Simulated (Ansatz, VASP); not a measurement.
## Two plane-wave programs on FeO

```xyz
2
Lattice="0.0000 2.0692 2.1554 2.0692 0.0000 2.1554 2.0692 2.0692 0.0000" Properties=species:S:1:pos:R:3 pbc="T T T"
Fe    0.0000    0.0000    0.0000
O     2.0692    2.0692    2.1554
```

Change from the starting cell: strain -0.040 along x and y, +0.000 along z, atoms carried along.

Alike in both runs: task single point; functional PBE; k mesh 20 × 20 × 20; occupations gaussian, width 0.15 eV; collinear spin.

|  | VASP | Ansatz |
| --- | --- | --- |
| version | VASP 6.6.1 | Ansatz 0.2.0 |
| potentials or method | VASP PAW PBE potentials, release 64 (Fe, O), cutoff 600 eV | scalar-relativistic, plane waves, PAW |
| valence electrons in the cell | 14 | 22 |

```csv
,VASP,Ansatz,Ansatz less VASP
gap on the k mesh at the Fermi level (eV),none,none,-
pressure (GPa),17.7,17.7,-0.07
"traceless stress, the component that is largest in VASP (GPa)",-4.86,-4.76,+0.105
net moment per atom (μB),1.97,1.97,+0.003
size of the moment on the site where the two differ most (μB),3.56,3.36,-0.207
```

Site moments also hang on the region over which each program counts them. A gap of «none» marks a metal or a gap that the smearing closes. VASP's potentials hold 14 valence electrons a cell and Ansatz's 22, so a difference there can come from the potentials and not from the codes.
